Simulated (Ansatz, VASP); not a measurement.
MgB2 in VASP and in Ansatz

The input INCAR:

```
SYSTEM = MgB2
ALGO     = Normal         ! electronic algorithm
EDIFF    = 1E-6           ! SCF threshold, eV
ENCUT    = 520            ! plane-wave cutoff, eV
ISIF     = 2              ! what is computed and relaxed
ISMEAR   = -1             ! smearing method
LASPH    = .True.         ! aspherical terms in the spheres
LCHARG   = .False.        ! write CHGCAR
LREAL    = .False.        ! projectors in reciprocal space
LWAVE    = .False.        ! write WAVECAR
NBANDS   = 11             ! bands
NELM     = 80             ! most SCF steps
PREC     = Accurate       ! precision mode
SIGMA    = 0.05           ! smearing width, eV
```

The input KPOINTS:

```
k-points
0
Gamma
  10 10 8
  0 0 0
```

The input POSCAR:

```
MgB2
1.0
    3.1255967608      0.0000000000      0.0000000000
   -1.5627983804      2.7068461969      0.0000000000
    0.0000000000      0.0000000000      3.5693605797
Mg B
1 2
Direct
    0.0000000000      0.0000000000      0.0000000000
    0.6666666667      0.3333333333      0.5000000000
    0.3333333333      0.6666666667      0.5000000000
```

File input.yaml:

```yaml
crystal:
  lattice:
    - [3.1255967608, 0.0, 0.0]
    - [-1.5627983804, 2.7068461969, 0.0]
    - [0.0, 0.0, 3.5693605797]
  atoms:
    - { symbol: Mg, position: [0.0, 0.0, 0.0] }
    - { symbol: B, position: [0.6666666667, 0.3333333333, 0.5] }
    - { symbol: B, position: [0.3333333333, 0.6666666667, 0.5] }
kpoints:
  mp_grid: { grid: [10, 10, 8] }
scf:
  occupations: { method: fermi_dirac, width: 0.05 }
hamiltonian:
  xc: lda
  pseudopotentials: { kind: all_electron, lapw: { basis_error: 0.002 } }
output:
  forces: true
  stress: true
  eigenvalues: true
```

Change from the starting cell: volume scaled by 1.04.

Alike in both runs: task single point; functional LDA; k mesh 10 × 10 × 8; occupations fermi-dirac, width 0.05 eV; no spin polarisation.

|  | VASP | Ansatz |
| --- | --- | --- |
| version | VASP 6.6.1 | Ansatz 0.2.0 |
| potentials or method | VASP PAW LDA potentials, release 64 (Mg, B), cutoff 520 eV | all-electron LAPW, scalar-relativistic |

Ansatz gave:

| Quantity | Value |
| --- | --- |
| gap on the k mesh at the Fermi level (eV) | none |
| pressure (GPa) | -12.4 |
| traceless stress, the component that is largest in VASP (GPa) | 1.92 |

Task: Which values does VASP return?

Result: gap on the k mesh at the Fermi level (eV): none; pressure (GPa): -13.0; traceless stress, the component that is largest in VASP (GPa): 1.80.

LDA's correlation is that of Perdew and Zunger in VASP and of Perdew and Wang (1992) in Ansatz. A gap of «none» marks a metal or a gap that the smearing closes. Ansatz ran all-electron here, and VASP with PAW potentials.
